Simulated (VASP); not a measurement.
Crystal: Bi.

```
Bi
1.0
    -1.98143    1.98143    1.98143
     1.98143   -1.98143    1.98143
     1.98143    1.98143   -1.98143
Bi
1
Direct
  0.00000 0.00000 0.00000
```

* Program: VASP 6.6.1
* Task: relaxation of cell and atoms
* Functional: PBEsol
* Potentials or basis: VASP PAW PBE potentials, release 64 (Bi_d)
* Cutoff: 600 eV
* k mesh: 9 × 9 × 9
* Occupations: fermi-dirac, width 0.05 eV
* Spin: no spin polarisation

At the start: pressure -2.0 GPa; volume 31.12 Å³/atom.

Problem. Where does the relaxation end?

Solution. Over 3 steps the energy falls by 6.9 meV/atom and the volume is 30.04 Å³/atom (-3.5 %); space group Im-3m (No. 229, to 0.05 Å).

Step by step:
```
step  energy change (eV)  largest force (eV/Å)  pressure (GPa)  volume (Å³)
   1              0.0000                0.0000           -1.96        31.12
   2             -0.0045                0.0000            1.26        29.43
   3             -0.0069                0.0000            0.02        30.04
```

Final structure:
```yaml
crystal:
  lattice:
    - [-1.95826, 1.95826, 1.95826]
    - [1.95826, -1.95826, 1.95826]
    - [1.95826, 1.95826, -1.95826]
  atoms:
    - { symbol: Bi, position: [0.00000, 0.00000, 0.00000] }
```

Caveat: the PAW data sets were made with another functional, which shifts forces and pressure a little.
